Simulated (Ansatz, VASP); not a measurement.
# HfN: VASP beside Ansatz

```xyz
2
Lattice="0.0000 2.6512 2.4548 2.6512 0.0000 2.4548 2.6512 2.6512 0.0000" Properties=species:S:1:pos:R:3 pbc="T T T"
Hf    0.0000    0.0000    0.0000
N     3.9768    3.9768    3.6822
```

Change from the starting cell: strain +0.080 along x and y, +0.000 along z, atoms carried along.

Alike in both runs: task single point; functional r2SCAN; k mesh 16 × 16 × 16; occupations gaussian, width 0.15 eV; no spin polarisation.

|  | VASP | Ansatz |
| --- | --- | --- |
| version | VASP 6.6.1 | Ansatz 0.2.0 |
| potentials or method | VASP PAW PBE potentials, release 64 (Hf_pv, N), cutoff 520 eV | scalar-relativistic, plane waves, PAW |
| valence electrons in the cell | 15 | 31 |

|  | VASP | Ansatz | Ansatz less VASP |
| --- | --- | --- | --- |
| gap on the k mesh at the Fermi level (eV) | none | none | - |
| pressure (GPa) | -25.5 | -24.2 | +1.24 |
| traceless stress, the component that is largest in VASP (GPa) | 7.45 | 7.38 | -0.065 |

VASP's potentials were made for PBE, not for r2SCAN. A gap of «none» marks a metal or a gap that the smearing closes. VASP's potentials hold 15 valence electrons a cell and Ansatz's 31, so a difference there can come from the potentials and not from the codes.

Spin-orbit coupling is off throughout.
